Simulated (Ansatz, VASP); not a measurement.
## TlGa: VASP beside Ansatz

```
Tl Ga
1.0
     0.00000    3.02488    3.02488
     3.02488    0.00000    3.02488
     3.02488    3.02488    0.00000
Tl Ga
1 1
Direct
  0.00000 0.00000 0.00000
  0.50000 0.50000 0.50000
```

Change from the starting cell: species swapped into the CaTe type (Fm-3m, No. 225).

Alike in both runs: task relaxation of cell and atoms; functional PBE; k mesh 16 × 16 × 16; occupations gaussian, width 0.1 eV; no spin polarisation.

|  | VASP | Ansatz |
| --- | --- | --- |
| version | VASP 6.6.1 | Ansatz 0.2.0 |
| potentials or method | VASP PAW PBE potentials, release 64 (Tl_d, Ga_d), cutoff 500 eV | scalar-relativistic, plane waves, PAW |
| valence electrons in the cell | 26 | 26 |

Ansatz gave:

- gap on the k mesh at the Fermi level, each at its own relaxed structure (eV): none
- relaxed volume (Å³/atom): 26.92
- relaxed cell length with the largest relative difference (Å): 4.238

Task: Which values does VASP return?

Result: gap on the k mesh at the Fermi level, each at its own relaxed structure (eV): none; relaxed volume (Å³/atom): 26.96; relaxed cell length with the largest relative difference (Å): 4.241.

A gap of «none» marks a metal or a gap that the smearing closes.

Spin-orbit coupling is off throughout.
